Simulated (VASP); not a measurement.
# Ir (a cell with a defect) in VASP: single point with PBE

Aim: the single point of Ir (a cell with a defect) with PBE.

All numbers are computed with VASP 6.6.1; they aren't measurements. Logs are shortened: lines on timing, memory, paths and dates and some standing lists are left out, and cuts for length are marked.

### Step 1. The cell of the first run

The cell holds a defect, 35 atoms: a = 8.210 Å, b = 8.210 Å, c = 10.946 Å, α = 60.00°, β = 60.00°, γ = 60.00°.

### Step 2. Single point, PBE

The input, INCAR:

```
PREC = Accurate ; ENCUT = 520
EDIFF = 1E-6 ; ISMEAR = 1
SIGMA = 0.1 ; LREAL = Auto
LASPH = T ; NELM = 60
ALGO = Normal ; ISIF = 2
LWAVE = F ; LCHARG = F
GGA = PE ; NBANDS = 180
KPAR = 2 ; NCORE = 2
```

The input, KPOINTS:

```
Automatic mesh
0
Gamma
  2 2 2
```

The input, POSCAR:

```
Ir
1.0
    0.0000000000      5.8050291800      5.8050291800
    5.8050291800      0.0000000000      5.8050291800
    7.7400389100      7.7400389100      0.0000000000
Ir
35
Direct
   -0.0005443706      0.0004274242     -0.0000564842
   -0.0018769152      0.0004928121      0.2520113933
   -0.0011703034      0.0010589820      0.4999390158
   -0.0006000868      0.0017548055      0.7478403962
    0.0038995867      0.3313220878     -0.0009148738
   -0.0038056169      0.3330103499      0.2522126980
   -0.0023024763      0.3330381612      0.5002767462
   -0.0001490264      0.3333297582      0.7498034631
   -0.0010486941      0.6652817920      0.0010901735
   -0.0027656751      0.6635215432      0.2519714705
   -0.0008901889      0.6656948758      0.5006738042
   -0.0010570826      0.6653575572      0.7497256454
    0.3345032748      0.0009022502     -0.0012541451
    0.3345368603      0.0010130651      0.2500914029
    0.3342481947      0.0006375906      0.4991728943
    0.3363234464      0.0027134659      0.7478814326
    0.3297538379      0.3348877165      0.0007276060
    0.3336636975      0.3327575198      0.2500043727
    0.3361291645      0.3332380941      0.4995368993
    0.3375411897      0.3330274266      0.7475920929
    0.3340918068      0.6657604201     -0.0000855407
    0.3342595666      0.6643018984      0.2519912247
    0.3349421163      0.6649190675      0.4998737609
    0.3354428834      0.6656645187      0.7478204426
    0.6685572829     -0.0039939901      0.0006898093
    0.6665689708     -0.0000639721      0.2499888043
    0.6667494680      0.0021100942      0.4995604792
    0.6667190784      0.0037130164      0.7476401419
    0.6667609284      0.3330916184     -0.0000488744
    0.6694279156      0.3358519729      0.2461260642
    0.6640619232      0.3304960014      0.7537633530
    0.6650556408      0.6701615456     -0.0008815801
    0.6667558749      0.6624110516      0.2522055358
    0.6667390249      0.6639107100      0.5002994419
    0.6671175928      0.6661227827      0.7498064110
```

Potentials or basis: VASP PAW PBE potentials, release 64 (Ir).

The run is started by

```
> cat potpaw_PBE.64/Ir/POTCAR > POTCAR
> mpirun -np 4 vasp_std > vasp.out
```

OUTCAR:

```text
PREC = Accurate
   ENCUT = 520
   EDIFF = 1E-6
   ISMEAR = 1
   LREAL = Auto
   LASPH = T
   NELM = 60
   ISIF = 2
   GGA = PE

 ion  position               nearest neighbor table
   1  0.999  0.000  1.000-   5 2.73  25 2.73  29 2.73  26 2.73   8 2.74  13 2.75   9 2.75  21 2.75
                             2 2.75   4 2.75  10 2.76  16 2.76
   2  0.998  0.000  0.252-  27 2.72   3 2.72   6 2.72  30 2.73  11 2.74  26 2.74   5 2.74  14 2.75
                             1 2.75  22 2.76  13 2.77  10 2.77
   3  0.999  0.001  0.500-   6 2.72   4 2.72  28 2.72   2 2.72   7 2.72  27 2.72  12 2.75  14 2.75
                            15 2.75  11 2.75  23 2.76
   4  0.999  0.002  0.748-   7 2.71   3 2.72  28 2.72  31 2.73   8 2.73  15 2.74  25 2.74  12 2.75
                             1 2.75  24 2.76   9 2.77  16 2.77
   5  0.004  0.331  0.999-  17 2.70  13 2.71  30 2.73   1 2.73   9 2.73  12 2.74   8 2.74   2 2.74
                            20 2.75   6 2.75  29 2.76  32 2.78
   6  0.996  0.333  0.252-  33 2.70  30 2.70  10 2.72   3 2.72   7 2.72   2 2.72   9 2.74  17 2.75
                             5 2.75  14 2.75  18 2.76
   7  0.998  0.333  0.500-   4 2.71  10 2.72  34 2.72   6 2.72   3 2.72  11 2.74   8 2.74  15 2.75
                            18 2.75  31 2.76  19 2.78
   8  1.000  0.333  0.750-  12 2.72  11 2.73  35 2.73   4 2.73   1 2.74  29 2.74   5 2.74  16 2.74
                             7 2.74  31 2.75  19 2.75  20 2.76
   9  0.999  0.665  0.001-  25 2.71  17 2.71  10 2.73  32 2.73   5 2.73  33 2.74   6 2.74  21 2.75
[... 39 lines left out ...]
  29  0.667  0.333  1.000-  31 2.72  30 2.72  21 2.73   1 2.73  18 2.74  26 2.74  35 2.74   8 2.74
                            17 2.76  32 2.76   5 2.76  25 2.76
  30  0.669  0.336  0.246-  33 2.70   6 2.70  29 2.72  32 2.72  22 2.72   5 2.73   2 2.73  18 2.75
                            26 2.75  19 2.76  27 2.76
  31  0.664  0.330  0.754-  20 2.70  28 2.71  29 2.72  17 2.72  25 2.72  24 2.73   4 2.73  35 2.75
                             8 2.75  34 2.76   7 2.76
  32  0.665  0.670  0.999-  25 2.70  13 2.71  30 2.72  21 2.73   9 2.73  12 2.74  35 2.74  22 2.74
                            28 2.75  33 2.75  29 2.76   5 2.78
  33  0.667  0.662  0.252-  30 2.70   6 2.70  10 2.72  23 2.72  34 2.72  22 2.72   9 2.74  25 2.75
                            32 2.75  14 2.75  26 2.76
  34  0.667  0.664  0.500-  24 2.71  10 2.72   7 2.72  33 2.72  23 2.72  11 2.74  35 2.74  15 2.75
                            26 2.75  31 2.76  27 2.77
  35  0.667  0.666  0.750-  12 2.72  11 2.73   8 2.73  24 2.74  21 2.74  29 2.74  32 2.74  16 2.74
                            34 2.74  31 2.75  27 2.75  28 2.76

  LATTYP: Found a base centered monoclinic cell.
 ALAT       =    14.2193594330
 B/A-ratio  =     0.5773502692
 C/A-ratio  =     0.7698003593
 COS(beta)  =    -0.5773502692

  Lattice vectors:

 A1 = (  -0.0000000000,  -5.8050291800,  -5.8050291800)
 A2 = (  -5.8050291800,   0.0000000000,  -5.8050291800)
 A3 = (   7.7400389100,   7.7400389100,   0.0000000000)

[... 188 lines left out ...]
   EMIN   =  10.00;   EMAX   =-10.00  energy-range for DOS
   EFERMI =   0.00;   METHOD = LEGACY
   ISMEAR =     1;   SIGMA  =   0.10  broadening in eV -4-tet -1-fermi 0-gaus
   EFERMI_NEDOS =   21; number of points for ismear=-14 and -15
   IALGO  =     38    algorithm
   IMIX   =      4    mixing-type and parameters
     AMIX     =   0.40;   BMIX     =  1.00
     AMIX_MAG =   1.60;   BMIX_MAG =  1.00
  volume/ion in A,a.u.               =      14.90       100.58
  Fermi-wavevector in a.u.,A,eV,Ry     =   1.383729  2.614869 26.051154  1.914706
  Thomas-Fermi vector in A             =   2.508300
   LORBIT       =      0    0 simple, 1 ext, 2 COOP (PROOUT), +10 PAW based schemes
   GGA     = PE    functional components
   LHFCALC =     F    Hartree Fock is set to
   AEXX    =    0.0000 exact exchange contribution
   IVDW    =     0    specifies the selected vdW correction
   LEPSILON=     F    determine dielectric tensor
   LRPA    =     F    only Hartree local field effects (RPA)
 non-spin polarized calculation
 Methfessel and Paxton  Order N= 1 SIGMA  =   0.10
  energy-cutoff  :      520.00
  volume of cell :      521.65
 maximum number of plane-waves:     14074
 NGX is ok and might be reduce to    64
   NGX = 31   NGY = 31   NGZ = 41

 number of electron     315.0000008 magnetization

 Free energy of the ion-electron system (eV)
  ---------------------------------------------------
  ext. energy  EPLUGINS =         0.00000000
  ---------------------------------------------------
  free energy    TOTEN  =      -306.59421539 eV

  energy without entropy =     -306.58499344  energy(sigma->0) =     -306.59114141

 E-fermi :   9.3709     XC(G=0): -13.6417

 val. band max:        9.3686026629   @ k =   0.5000   0.5000   0.5000
 cond. band min:       9.3812897035   @ k =   0.5000   0.0000   0.5000
 fundamental gap:      0.0126870405
 Fermi energy:         9.3708771464

 k-point     1 :       0.0000    0.0000    0.0000
  band No.  band energies     occupation
      1      -1.1450      2.00000
      2       0.9567      2.00000
      3       1.0369      2.00000
      4       1.5796      2.00000
      5       1.5949      2.00000
      6       1.6776      2.00000
[... 1365 lines left out ...]
    168       9.6772     -0.00013
    169       9.7051     -0.00002
 [bands above 169 left out]

------------------------ aborting loop because EDIFF is reached ----------------------------------------

  FORCE on cell =-STRESS in cart. coord.  units (eV):
  Direction    XX          YY          ZZ          XY          YZ          ZX
  --------------------------------------------------------------------------------------
  -------------------------------------------------------------------------------------
  Total       -7.2601376     -7.2659106     -6.9058883     -5.9526184      6.4591934      6.4706577
  in kB      -22.2983886    -22.3161197    -21.2103668    -18.2825459     19.8384124     19.8736235
  external PRESSURE =     -21.9416250 kB  Pullay stress =       0.0000000 kB

 VOLUME and BASIS-vectors are now :
 -----------------------------------------------------------------------------
  energy-cutoff  :      520.00
  volume of cell :      521.65
      direct lattice vectors                 reciprocal lattice vectors
     0.000000000  5.805029180  5.805029180    -0.086132211  0.086132211  0.086132211
     5.805029180  0.000000000  5.805029180     0.086132211 -0.086132211  0.086132211
     7.740038910  7.740038910  0.000000000     0.064599158  0.064599158 -0.064599158

 POSITION                                       TOTAL-FORCE (eV/Angst)
 -----------------------------------------------------------------------------------
      7.74208     13.54147      5.80435         0.001153     -0.004262     -0.000696
      1.95344      7.74471      5.79699         0.001341      0.002377     -0.000621
      3.87569      9.66778      5.80438         0.010394     -0.014008     -0.002318
      5.79850     11.58986      5.81173        -0.003107     -0.002301      0.000220
      9.65629      7.75559      1.94597        -0.005733      0.008748     -0.002345
      3.88527      7.73507      7.71607         0.009358     -0.004062     -0.011956
[... 27 lines left out ...]
      7.72636      7.74278      7.72446        -0.009468     -0.003994     -0.013883
      9.67039      9.67617      7.73950         0.005438      0.002714      0.000103
 -----------------------------------------------------------------------------------
    total drift:                                0.006317     -0.007934      0.000930

  FREE ENERGIE OF THE ION-ELECTRON SYSTEM (eV)
  ---------------------------------------------------
  free  energy   TOTEN  =      -306.5942153941 eV

  energy  without entropy=     -306.5849934390  energy(sigma->0) =     -306.59114141
```

It took 17 min on 4 MPI ranks of Oxide Virtual Turin-like, shared host; peak memory 0.59 GiB.

Results:

```
Free energy            : -306.5942 eV
Pressure               : -2.2 GPa
Largest force          : 0.020 eV/Å
Band gap on the k mesh : zero (an odd number of electrons rules out a gap without spin polarisation)
```

Forces on the atoms (eV/Å):
```
Ir   0.001 -0.004 -0.001
Ir   0.001  0.002 -0.001
Ir   0.010 -0.014 -0.002
Ir  -0.003 -0.002  0.000
Ir  -0.006  0.009 -0.002
Ir   0.009 -0.004 -0.012
Ir   0.000 -0.006 -0.009
Ir   0.004  0.002  0.005
Ir   0.004  0.004  0.003
Ir   0.000 -0.003  0.003
Ir  -0.006  0.001  0.003
Ir  -0.005  0.000 -0.004
Ir  -0.002  0.002 -0.001
Ir  -0.004  0.005 -0.002
Ir   0.003  0.005  0.000
Ir  -0.001 -0.001 -0.005
Ir   0.003 -0.012 -0.001
Ir   0.001  0.002  0.003
Ir  -0.004  0.005  0.004
Ir  -0.003 -0.002  0.014
Ir  -0.002  0.002  0.002
Ir   0.007 -0.003 -0.001
Ir  -0.007  0.011  0.000
Ir  -0.001 -0.003  0.002
Ir  -0.007  0.007  0.002
Ir   0.001 -0.003 -0.004
Ir   0.009  0.002  0.016
Ir  -0.001 -0.004  0.015
Ir   0.000  0.001  0.001
Ir   0.008  0.014 -0.001
Ir  -0.017 -0.012 -0.002
Ir   0.007 -0.009 -0.003
Ir   0.002  0.010 -0.010
Ir  -0.009 -0.004 -0.014
Ir   0.005  0.003  0.000
```

Stress tensor (GPa, compression positive):
```
-2.23 -1.83  1.99
-1.83 -2.23  1.98
 1.99  1.98 -2.12
```

Caveat: the k points lie up to 0.47 Å⁻¹ apart, too coarse for converged energies and pressures of a metal; spin-orbit coupling is left out, which moves the levels of the heavy elements.
